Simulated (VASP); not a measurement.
# ZrB (Cmmm) in VASP: notebook

ZrB is run at these levels: PBE0, B3LYP; tasks: single point.

Everything below comes from runs of VASP 6.6.1. Logs are shortened: lines on timing, memory, paths and dates and some standing lists are left out, and cuts for length are marked.

### Step 1. The cell of the first run

The structure is orthorhombic, space group Cmmm (No. 65). The conventional cell has a = 3.923 Å, b = 3.971 Å, c = 4.014 Å, α = 90.00°, β = 90.00°, γ = 90.00°. Within 2.6 Å of Zr (site symmetry mmm) lie 4 B at 1.96 to 1.99 Å. B (site symmetry mmm) has 4 Zr at 1.96 to 1.99 Å within 2.6 Å.

### Step 2. Single point, PBE0

File POSCAR:

```
ZrB
1.0
    1.9614334600     -1.9857162700      0.0000000000
    1.9614334600      1.9857162700      0.0000000000
    0.0000000000      0.0000000000      4.0139456300
Zr B
1 1
Direct
    0.0000000000      0.0000000000      0.5000000000
    0.5000000000      0.5000000000      0.5000000000
```

File INCAR.step1:

```
ALGO = Normal ; EDIFF = 1E-5
ENCUT = 520 ; GGA = PE
ISIF = 2 ; ISMEAR = -1
LASPH = T ; LCHARG = F
LREAL = F ; LWAVE = T
NBANDS = 14 ; NELM = 100
PREC = Accurate ; SIGMA = 0.05
```

File INCAR.step2:

```
AEXX = 0.25 ; ALGO = Normal
EDIFF = 1E-6 ; ENCUT = 520
GGA = PE ; ISIF = 2
ISMEAR = -1 ; ISTART = 1
LASPH = T ; LCHARG = F
LHFCALC = T ; LREAL = F
LWAVE = F ; NBANDS = 14
NELM = 100 ; PREC = Accurate
PRECFOCK = Normal ; SIGMA = 0.05
```

File KPOINTS:

```
k-points
0
Gamma
  5 5 4
```

Potentials or basis: VASP PAW PBE potentials, release 64 (Zr_sv, B).

Command:

```
$ cat potpaw_PBE.64/Zr_sv/POTCAR potpaw_PBE.64/B/POTCAR > POTCAR
$ cp INCAR.step1 INCAR
$ mpirun -np 1 vasp_std > vasp.out
$ cp INCAR.step2 INCAR
$ mpirun -np 1 vasp_std > vasp.out
```

OUTCAR:

```text
AEXX = 0.25
   EDIFF = 1E-6
   ENCUT = 520
   GGA = PE
   ISIF = 2
   ISMEAR = -1
   ISTART = 1
   LASPH = T
   LHFCALC = T
   LREAL = F
   NELM = 100
   PREC = Accurate
   PRECFOCK = Normal

 ion  position               nearest neighbor table
   1  0.000  0.000  0.500-   2 1.96   2 1.96   2 1.99   2 1.99
   2  0.500  0.500  0.500-   1 1.96   1 1.96   1 1.99   1 1.99

  LATTYP: Found a base centered orthorhombic cell.
 ALAT       =     3.9228669200
 B/A-ratio  =     1.0123801345
 C/A-ratio  =     1.0232173846

  Lattice vectors:

 A1 = (   1.9614334600,  -1.9857162700,   0.0000000000)
 A2 = (   1.9614334600,   1.9857162700,   0.0000000000)
 A3 = (   0.0000000000,   0.0000000000,   4.0139456300)

Analysis of symmetry for initial positions (statically):
=====================================================================
 Subroutine PRICEL returns:
 Original cell was already a primitive cell.

 Routine SETGRP: Setting up the symmetry group for a
 base centered orthorhombic supercell.

 Subroutine GETGRP returns: Found  8 space group operations
 (whereof  8 operations were pure point group operations)
 out of a pool of  8 trial point group operations.

The static configuration has the point symmetry D_2h.

Analysis of symmetry for dynamics (positions and initial velocities):
=====================================================================
 Subroutine PRICEL returns:
 Original cell was already a primitive cell.

 Routine SETGRP: Setting up the symmetry group for a
 base centered orthorhombic supercell.

 Subroutine GETGRP returns: Found  8 space group operations
 (whereof  8 operations were pure point group operations)
 out of a pool of  8 trial point group operations.

The dynamic configuration has the point symmetry D_2h.

 Subroutine INISYM returns: Found  8 space group operations
 (whereof  8 operations are pure point group operations),
 and found     1 'primitive' translations

----------------------------------------------------------------------------------------

                                     Primitive cell

  volume of cell :      31.2674

  direct lattice vectors                    reciprocal lattice vectors
     1.961433460 -1.985716270  0.000000000     0.254915606 -0.251798310  0.000000000
     1.961433460  1.985716270  0.000000000     0.254915606  0.251798310  0.000000000
     0.000000000  0.000000000  4.013945630     0.000000000  0.000000000  0.249131426

  length of vectors
[... 100 lines left out ...]
   IMIX   =      1    mixing-type and parameters
     AMIX     =   0.40;   BMIX     =  1.00
     AMIX_MAG =   1.60;   BMIX_MAG =  1.00
  volume/ion in A,a.u.               =      15.63       105.50
  Fermi-wavevector in a.u.,A,eV,Ry     =   1.281567  2.421810 22.346383  1.642413
  Thomas-Fermi vector in A             =   2.413929
   LORBIT       =      0    0 simple, 1 ext, 2 COOP (PROOUT), +10 PAW based schemes
   GGA     = PE    functional components
   LHFCALC =     T    Hartree Fock is set to
   PRECFOCK=normal    Normal, Fast or Accurate (Low or Medium for compatibility)
   ENCUT4O =  -1.0   cutoff for four orbital integrals eV
   NKREDX  =     1    reduce k-point grid by
   NKREDY  =     1    reduce k-point grid by
   NKREDZ  =     1    reduce k-point grid by
   AEXX    =    0.2500 exact exchange contribution
   HFSCREEN=    0.0000 screening length (either q_TF or 0.3 A-1)
   HFSCREENC=   0.0000 screening length for correlation (either q_TF or 0.3 A-1)
   ENCUTFOCK=  -1.0 apply spherical cutoff to Coloumb kernel
   IVDW    =     0    specifies the selected vdW correction
   LEPSILON=     F    determine dielectric tensor
   LRPA    =     F    only Hartree local field effects (RPA)
 non-spin polarized calculation
  energy-cutoff  :      520.00
  volume of cell :       31.27
 maximum number of plane-waves:       860
 NGX is ok and might be reduce to    24
  NGX = 16; NGY = 16; NGZ = 24

 number of electron      15.0000001 magnetization

 Free energy of the ion-electron system (eV)
  ---------------------------------------------------
  ext. energy  EPLUGINS =         0.00000000
  ---------------------------------------------------
  free energy    TOTEN  =       -13.06421750 eV

  energy without entropy =      -13.06194950  energy(sigma->0) =      -13.06308350

 E-fermi :   7.4004     XC(G=0):  -8.2145

 val. band max:        7.0317561087   @ k =  -0.4000   0.4000   0.5000
 cond. band min:       7.4552139133   @ k =  -0.4000   0.2000   0.0000
 fundamental gap:      0.4234578046
 Fermi energy:         7.4003689389

 k-point     1 :       0.0000    0.0000    0.0000
  band No.  band energies     occupation
      1     -44.5151      2.00000
      2     -21.3782      2.00000
      3     -20.6829      2.00000
      4     -20.5750      2.00000
      5      -2.9194      2.00000
      6       3.9540      2.00000
      7       4.5982      2.00000
      8       6.7010      2.00000
      9      12.3439      0.00000
     10      12.7207      0.00000
     11      13.0189      0.00000
     12      13.1121      0.00000
     13      13.1409      0.00000
     14      20.6872      0.00000
[... 377 lines left out ...]
      1     -44.1590      2.00000
      2     -22.5807      2.00000
      3     -21.1476      2.00000
      4     -21.0734      2.00000
      5       0.1170      2.00000
      6       2.6815      2.00000
      7       3.6540      2.00000
      8       8.4465      0.00000
      9       9.5354      0.00000
     10      12.7308      0.00000
     11      14.3160      0.00000
     12      15.3168      0.00000
     13      17.0967      0.00000
     14      19.8381      0.00000

 [... further k-points ...]

------------------------ aborting loop because EDIFF is reached ----------------------------------------

  FORCE on cell =-STRESS in cart. coord.  units (eV):
  Direction    XX          YY          ZZ          XY          YZ          ZX
  --------------------------------------------------------------------------------------
  -------------------------------------------------------------------------------------
  Total       20.5476033     19.8020011     -0.2403964     -0.0000000      0.0000000      0.0000000
  in kB     1052.8815128   1014.6760432    -12.3181726     -0.0000000      0.0000000      0.0000000
  external PRESSURE =     685.0797945 kB  Pullay stress =       0.0000000 kB

 VOLUME and BASIS-vectors are now :
 -----------------------------------------------------------------------------
  energy-cutoff  :      520.00
  volume of cell :       31.27
      direct lattice vectors                 reciprocal lattice vectors
     1.961433460 -1.985716270  0.000000000     0.254915606 -0.251798310  0.000000000
     1.961433460  1.985716270  0.000000000     0.254915606  0.251798310  0.000000000
     0.000000000  0.000000000  4.013945630     0.000000000  0.000000000  0.249131426

 POSITION                                       TOTAL-FORCE (eV/Angst)
 -----------------------------------------------------------------------------------
      0.00000      0.00000      2.00697        -0.000000      0.000000      0.000000
      1.96143      0.00000      2.00697         0.000000      0.000000      0.000000
 -----------------------------------------------------------------------------------
    total drift:                                0.000000     -0.000000     -0.000000

  FREE ENERGIE OF THE ION-ELECTRON SYSTEM (eV)
  ---------------------------------------------------
  free  energy   TOTEN  =       -13.0642174991 eV

  energy  without entropy=      -13.0619494957  energy(sigma->0) =      -13.06308350
```

OSZICAR.step1:

```text
N       E                     dE             d eps       ncg     rms          rms(c)
DAV:   1     0.118306714589E+03    0.11831E+03   -0.79316E+03   756   0.995E+02
DAV:   2    -0.648667871355E+01   -0.12479E+03   -0.11474E+03   954   0.293E+02
DAV:   3    -0.138209044785E+02   -0.73342E+01   -0.72388E+01  1330   0.567E+01
DAV:   4    -0.139175802262E+02   -0.96676E-01   -0.96626E-01   880   0.511E+00
DAV:   5    -0.139189401247E+02   -0.13599E-02   -0.13599E-02  1076   0.518E-01    0.391E+01
DAV:   6    -0.101055122918E+02    0.38134E+01   -0.55734E+00   852   0.184E+01    0.142E+01
DAV:   7    -0.989175430568E+01    0.21376E+00   -0.90431E-01   908   0.632E+00    0.503E+00
DAV:   8    -0.989543663397E+01   -0.36823E-02   -0.11412E-01   860   0.279E+00    0.696E-01
DAV:   9    -0.989106043589E+01    0.43762E-02   -0.32555E-02   828   0.145E+00    0.534E-01
DAV:  10    -0.988808406002E+01    0.29764E-02   -0.30434E-03   828   0.448E-01    0.137E-01
DAV:  11    -0.988789921056E+01    0.18485E-03   -0.79501E-04   852   0.223E-01    0.471E-02
DAV:  12    -0.988789607791E+01    0.31326E-05   -0.60045E-05  1030   0.591E-02
   1 F= -.98878961E+01 E0= -.98805574E+01  d E =-.146773E-01
```

It took 14 min on 1 thread of Intel Xeon Platinum 8375C at 2.90GHz (Ice Lake), shared host; peak memory 0.16 GiB.

What came out:

| Item | Value |
| --- | --- |
| Free energy | -13.0642 eV |
| Pressure | 68.5 GPa |
| Band gap on the k mesh | zero (an odd number of electrons rules out a gap without spin polarisation) |

Levels at points of the mesh, in eV from the Fermi level:
```tsv
k point	band 6	band 7	band 8	band 9	band 10	band 11
(0.00, 0.00, 0.00)	-3.45	-2.80	-0.70	4.94	5.32	5.62
(0.00, 0.00, 0.50)	-4.10	-3.37	3.47	5.03	5.19	5.31
```

Caveat: the k points lie up to 0.45 Å⁻¹ apart, too coarse for converged energies and pressures of a metal; the PAW data sets were made with another functional, which shifts forces and pressure a little; an odd number of electrons without spin polarisation forces a metal; a magnetic or distorted state may lie lower.

(Continued in part 2 of 2.)

The gap in the log of VASP goes by the Fermi energy; the results here count the filled bands.